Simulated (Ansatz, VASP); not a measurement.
# Two plane-wave programs on Mg2NCl

INCAR

```
PREC = Accurate
ENCUT = 520
EDIFF = 1E-6
ISMEAR = -1
SIGMA = 0.05
LREAL = False
LASPH = True
NELM = 60
ALGO = Normal
ISIF = 2
LWAVE = False
LCHARG = False
GGA = PE
NBANDS = 16
```

Contents of KPOINTS:

```
Automatic mesh
0
Gamma
  9 9 9
```

POSCAR

```
Mg2NCl
1.0
    1.6382224240      0.9458281575      5.9218457437
   -1.6382224240      0.9458281575      5.9218457437
    0.0000000000     -1.8916563150      5.9218457437
Cl Mg N
1 2 1
Direct
    0.0000000000      0.0000000000      0.0000000000
    0.7771850000      0.7771850000      0.7771850000
    0.2228150000      0.2228150000      0.2228150000
    0.5000000000      0.5000000000      0.5000000000
```

File input.yaml:

```yaml
crystal:
  lattice:
    - [1.638222424, 0.9458281575, 5.9218457437]
    - [-1.638222424, 0.9458281575, 5.9218457437]
    - [0.0, -1.891656315, 5.9218457437]
  atoms:
    - { symbol: Cl, position: [0.0, 0.0, 0.0] }
    - { symbol: Mg, position: [0.777185, 0.777185, 0.777185] }
    - { symbol: Mg, position: [0.222815, 0.222815, 0.222815] }
    - { symbol: "N", position: [0.5, 0.5, 0.5] }
hamiltonian:
  xc: pbe
  pseudopotentials: { kind: paw }
kpoints:
  mp_grid: { grid: [9, 9, 9] }
scf:
  occupations: { method: fermi_dirac, width: 0.05 }
output:
  forces: true
  stress: true
  eigenvalues: true
```

Alike in both runs: task single point; functional PBE; k mesh 9 × 9 × 9; occupations fermi-dirac, width 0.05 eV; no spin polarisation.

|  | VASP | Ansatz |
| --- | --- | --- |
| version | VASP 6.6.1 | Ansatz 0.2.0 |
| potentials or method | VASP PAW PBE potentials, release 64 (Cl, Mg, N) | Ansatz PAW |
| plane-wave cutoff (eV) | 520 | 420 |
| valence electrons in the cell | 16 | 32 |

```csv
,VASP,Ansatz,Ansatz less VASP
gap on the k mesh at the Fermi level (eV),2.48,2.52,+0.042
least direct gap on the mesh (eV),2.48,2.52,+0.042
pressure (GPa),3.4,3.8,+0.34
"traceless stress, the component that is largest in VASP (GPa)",-0.44,-0.32,+0.116
rms of the force components (eV/Å),0.049,0.069,+0.0201
```

Atom by atom the forces differ by 0.020 eV/Å (rms over components). With one functional, cell and mesh, what is left measures potentials, basis and numerics. VASP's potentials hold 16 valence electrons a cell and Ansatz's 32, so a difference there can come from the potentials and not from the codes.

Noted on Ansatz's run: odd divisions of the mesh miss points on the zone boundary, where band edges often lie, so the gap on the mesh can be too wide.
